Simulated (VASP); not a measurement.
A run of VASP 6.6.1 is set up as follows.

Contents of INCAR:

```
SYSTEM = Be2C
  PREC = Accurate
  ENCUT = 600
  EDIFF = 1E-6
  ISMEAR = 0
  SIGMA = 0.05
  LREAL = .FALSE.
  LASPH = .TRUE.
  NELM = 120
  ALGO = Normal
  ISIF = 2
  LWAVE = .FALSE.
  LCHARG = .FALSE.
  GGA = CA
  NBANDS = 11
  GGA_COMPAT = .FALSE.
```

Contents of KPOINTS:

```
regular mesh
0
G
  10 10 10
  0 0 0
```

The input POSCAR:

```
Be2C
1.0
    0.0000000000      2.1050607107      2.1050607107
    2.1050607107      0.0000000000      2.1050607107
    2.1050607107      2.1050607107      0.0000000000
Be C
2 1
Direct
    0.2500000000      0.2500000000      0.2500000000
    0.7500000000      0.7500000000      0.7500000000
    0.0000000000      0.0000000000      0.0000000000
```

Potentials or basis: VASP PAW LDA potentials, release 64 (Be, C).

Run with:

```console
$ cat potpaw_LDA.64/Be/POTCAR potpaw_LDA.64/C/POTCAR > POTCAR
$ mpirun -np 1 vasp_std > vasp.out
```

Task: What does it give for the band gap on the k mesh?

Result: 1.22 eV (least direct gap 4.18 eV).

Task: Predict the pressure.

Result: 10.1 GPa.

Caveat: the cell stands under pressure. LDA gaps usually lie below the measured ones, often by a third to a half.
